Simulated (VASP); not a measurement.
# Be (P6_3/mmc) in VASP: further runs, part 2 of 2

VASP 6.6.1. The steps go on from the part before.

## 3. Single point, PBE (strain +0.050 along x and y, +0.025 along z)

Input file INCAR:

```
SYSTEM = Be
ALGO     = Fast           ! electronic algorithm
EDIFF    = 1E-6           ! SCF threshold, eV
ENCUT    = 520            ! plane-wave cutoff, eV
GGA      = PE             ! functional
ISIF     = 2              ! what is computed and relaxed
ISMEAR   = 0              ! smearing method
LASPH    = .True.         ! aspherical terms in the spheres
LCHARG   = .False.        ! write CHGCAR
LREAL    = .False.        ! projectors in reciprocal space
LWAVE    = .False.        ! write WAVECAR
NBANDS   = 9              ! bands
NELM     = 100            ! most SCF steps
PREC     = Accurate       ! precision mode
SIGMA    = 0.15           ! smearing width, eV
```

Input file KPOINTS:

```
k-points
0
Gamma
  24 24 14
  0 0 0
```

Input file POSCAR:

```
Be
1.0
    2.4144770842      0.0000000000      0.0000000000
   -1.2072385421      2.0909984917      0.0000000000
    0.0000000000      0.0000000000      3.6909225000
Be
2
Direct
    0.3333333333      0.6666666667      0.2500000000
    0.6666666667      0.3333333333      0.7500000000
```

Potentials or basis: VASP PAW PBE potentials, release 64 (Be).

Command:

```
cat potpaw_PBE.64/Be/POTCAR > POTCAR
mpirun -np 1 vasp_std > vasp.out
```

OUTCAR:

```text
SYSTEM = Be
   EDIFF = 1E-6
   ENCUT = 520
   GGA = PE
   ISIF = 2
   ISMEAR = 0
   LASPH = .True.
   LREAL = .False.
   NELM = 100
   PREC = Accurate

 ion  position               nearest neighbor table
   1  0.333  0.667  0.250-   2 2.31   2 2.31   2 2.31   2 2.31   2 2.31   2 2.31
   2  0.667  0.333  0.750-   1 2.31   1 2.31   1 2.31   1 2.31   1 2.31   1 2.31

  LATTYP: Found a hexagonal cell.
 ALAT       =     2.4144770842
 C/A-ratio  =     1.5286632970

  Lattice vectors:

 A1 = (   2.4144770842,   0.0000000000,   0.0000000000)
 A2 = (  -1.2072385421,   2.0909984917,   0.0000000000)
 A3 = (   0.0000000000,   0.0000000000,   3.6909225000)

Analysis of symmetry for initial positions (statically):
=====================================================================
 Subroutine PRICEL returns:
 Original cell was already a primitive cell.

 Routine SETGRP: Setting up the symmetry group for a
 hexagonal supercell.

 Subroutine GETGRP returns: Found 24 space group operations
 (whereof 12 operations were pure point group operations)
 out of a pool of 24 trial point group operations.

The static configuration has the point symmetry D_3d.
 The point group associated with its full space group is D_6h.
[... 165 lines left out ...]

 val. band max:        5.6685731992   @ k =   0.3333   0.2917   0.3571
 cond. band min:       5.7118714579   @ k =   0.3333   0.0000   0.0000
 fundamental gap:      0.0432982587
 Fermi energy:         5.6792675374

 k-point     1 :       0.0000    0.0000    0.0000
  band No.  band energies     occupation
      1      -4.7074      2.00000
      2       2.1151      2.00000
      3       6.8404      0.00000
      4      19.2712      0.00000
      5      19.2712      0.00000
      6      21.9539      0.00000
      7      21.9539      0.00000
      8      24.5338      0.00000
      9      29.8840      0.00000
[... 265 lines left out ...]
 k-point    24 :       0.4583    0.0417    0.0000
  band No.  band energies     occupation
      1       1.0996      2.00000
      2       2.8665      2.00000
      3       8.9548      0.00000
      4      11.7699      0.00000
      5      11.9893      0.00000
      6      12.9636      0.00000
      7      15.3638      0.00000
      8      20.5724      0.00000
      9      22.5924      0.00000

 [... further k-points ...]
[... 5 lines left out ...]
  --------------------------------------------------------------------------------------
  -------------------------------------------------------------------------------------
  Total       -1.9136787     -1.9136787     -1.3937360      0.0000000      0.0000000      0.0000000
  in kB     -164.5386243   -164.5386243   -119.8338116      0.0000000      0.0000000      0.0000000
  external PRESSURE =    -149.6370201 kB  Pullay stress =       0.0000000 kB

 VOLUME and BASIS-vectors are now :
 -----------------------------------------------------------------------------
  energy-cutoff  :      520.00
  volume of cell :       18.63
      direct lattice vectors                 reciprocal lattice vectors
     2.414477084  0.000000000  0.000000000     0.414168354  0.239120211  0.000000000
    -1.207238542  2.090998492  0.000000000     0.000000000  0.478240421  0.000000000
     0.000000000  0.000000000  3.690922500     0.000000000  0.000000000  0.270934976

 POSITION                                       TOTAL-FORCE (eV/Angst)
 -----------------------------------------------------------------------------------
     -0.00000      1.39400      0.92273         0.000000      0.000000      0.000000
      1.20724      0.69700      2.76819        -0.000000     -0.000000      0.000000
 -----------------------------------------------------------------------------------
    total drift:                                0.000000     -0.000000      0.000000

  FREE ENERGIE OF THE ION-ELECTRON SYSTEM (eV)
  ---------------------------------------------------
  free  energy   TOTEN  =        -7.3806685447 eV

  energy  without entropy=       -7.3784311132  energy(sigma->0) =       -7.37954983
```

OSZICAR:

```text
N       E                     dE             d eps       ncg     rms          rms(c)
DAV:   1    -0.312271795823E+01   -0.31227E+01   -0.17043E+03  8840   0.358E+02
DAV:   2    -0.737007220673E+01   -0.42474E+01   -0.41506E+01 13313   0.498E+01
DAV:   3    -0.742138601294E+01   -0.51314E-01   -0.50943E-01 10031   0.363E+00
DAV:   4    -0.742146839242E+01   -0.82379E-04   -0.82375E-04 11207   0.157E-01
DAV:   5    -0.742146843788E+01   -0.45457E-07   -0.46038E-07  9826   0.320E-03    0.107E+00
RMM:   6    -0.739343213123E+01    0.28036E-01   -0.22435E-03  8961   0.436E-01    0.656E-01
RMM:   7    -0.738067156676E+01    0.12761E-01   -0.34776E-03  9203   0.439E-01    0.219E-02
RMM:   8    -0.738066793160E+01    0.36352E-05   -0.17624E-04 10012   0.142E-01    0.793E-03
RMM:   9    -0.738067054668E+01   -0.26151E-05   -0.97509E-06 10107   0.179E-02    0.154E-03
RMM:  10    -0.738066921108E+01    0.13356E-05   -0.25938E-07  9044   0.383E-03    0.823E-04
RMM:  11    -0.738066854468E+01    0.66640E-06   -0.39054E-08  7842   0.157E-03
   1 F= -.73806685E+01 E0= -.73795498E+01  d E =-.223743E-02
```

stdout:

```text
POSCAR found type information on POSCAR Be
 POSCAR found :  1 types and       2 ions
 scaLAPACK will be used
 LDA part: xc-table for (Slater+PW92), standard interpolation
 POSCAR, INCAR and KPOINTS ok, starting setup
 FFT: planning ... GRIDC
 FFT: planning ... GRID_SOFT
 FFT: planning ... GRID
 WAVECAR not read
 entering main loop
```

Run time: 25 s. Hardware: 1 thread of Intel Xeon 6975P-C (Granite Rapids), shared host; peak memory 0.17 GiB.

Results:

```yaml
Free_energy: -7.3807 eV
Pressure: -15.0 GPa
Band_gap_on_the_k_mesh: zero (band 2 reaches 6.66 eV, above the bottom of band 3 at 4.59 eV)
```

Levels at points of the mesh, in eV from the Fermi level:
| k point | band 1 | band 2 | band 3 | band 4 | band 5 | band 6 |
| --- | --- | --- | --- | --- | --- | --- |
| (0.00, 0.00, 0.00) | -10.39 | -3.56 | 1.16 | 13.59 | 13.59 | 16.27 |
| (0.50, 0.00, 0.00) | -4.45 | -3.03 | 3.38 | 6.11 | 6.14 | 7.97 |
| (0.00, 0.00, 0.50) | -8.28 | -8.28 | 10.29 | 10.29 | 15.13 | 15.13 |
| (0.50, 0.00, 0.50) | -3.13 | -3.13 | 1.09 | 1.09 | 10.40 | 10.40 |

Caveat: the cell differs from its parent crystal (strain +0.050 along x and y, +0.025 along z).

## 4. Single point, PBE (strain +0.050 along x and y, +0.050 along z)

Input file INCAR:

```
SYSTEM = Be
PREC = Accurate
ENCUT = 520
EDIFF = 1E-7
ISMEAR = 0
SIGMA = 0.15
LREAL = .FALSE.
LASPH = .TRUE.
NELM = 100
ALGO = Normal
ISIF = 2
LWAVE = .FALSE.
LCHARG = .TRUE.
GGA = PE
LELF = .TRUE.
LVHAR = .TRUE.
NBANDS = 9
```

Input file KPOINTS:

```
Automatic mesh
0
G
  24 24 14
  0 0 0
```

Changes to POSCAR since step 3:

```diff
@@ -4,3 +4,3 @@
    -1.2072385421      2.0909984917      0.0000000000
-    0.0000000000      0.0000000000      3.6909225000
+    0.0000000000      0.0000000000      3.7809450000
 Be
```

Command:

```
cat potpaw_PBE.64/Be/POTCAR > POTCAR
mpirun -np 1 vasp_std > vasp.out
```

Run time: 24 s. Hardware: 1 thread of Intel Xeon 6975P-C (Granite Rapids), shared host; peak memory 0.18 GiB.

The run converged. Its results:

| Item | Value |
| --- | --- |
| Free energy | -7.3384 eV |
| Pressure | -16.8 GPa |
| Band gap on the k mesh | zero (band 2 reaches 6.49 eV, above the bottom of band 3 at 4.55 eV) |

Stress tensor (GPa, compression positive):
```
-16.37   0.00   0.00
  0.00 -16.37   0.00
  0.00   0.00 -17.74
```

Levels at points of the mesh, in eV from the Fermi level:
```csv
k point,band 1,band 2,band 3,band 4,band 5
"(0.00, 0.00, 0.00)",-10.32,-3.75,0.64,13.69,13.69
"(0.50, 0.00, 0.00)",-4.36,-2.97,3.22,5.66,5.88
"(0.00, 0.00, 0.50)",-8.30,-8.30,9.40,9.40,15.11
"(0.50, 0.00, 0.50)",-3.10,-3.10,1.02,1.02,10.38
```

Caveat: the cell differs from its parent crystal (strain +0.050 along x and y, +0.050 along z).

## 5. Summary

```csv
cell,gap on the mesh (eV),pressure (GPa)
"a = 2.357, b = 2.357, c = 3.781 Å, angles 90.0, 90.0, 120.0°, 2 atoms",none,-13.7
"a = 2.414, b = 2.414, c = 3.691 Å, angles 90.0, 90.0, 120.0°, 2 atoms",none,-15.0
"a = 2.414, b = 2.414, c = 3.781 Å, angles 90.0, 90.0, 120.0°, 2 atoms",none,-16.8
```

Alike in all rows: task single point; level PBE; potentials or basis VASP PAW PBE potentials, release 64 (Be); no spin polarisation; k mesh 24 × 24 × 14; cutoff (eV) 520; smearing gaussian 0.15 eV.

Absolute energies hang on the potentials; compare differences alone.
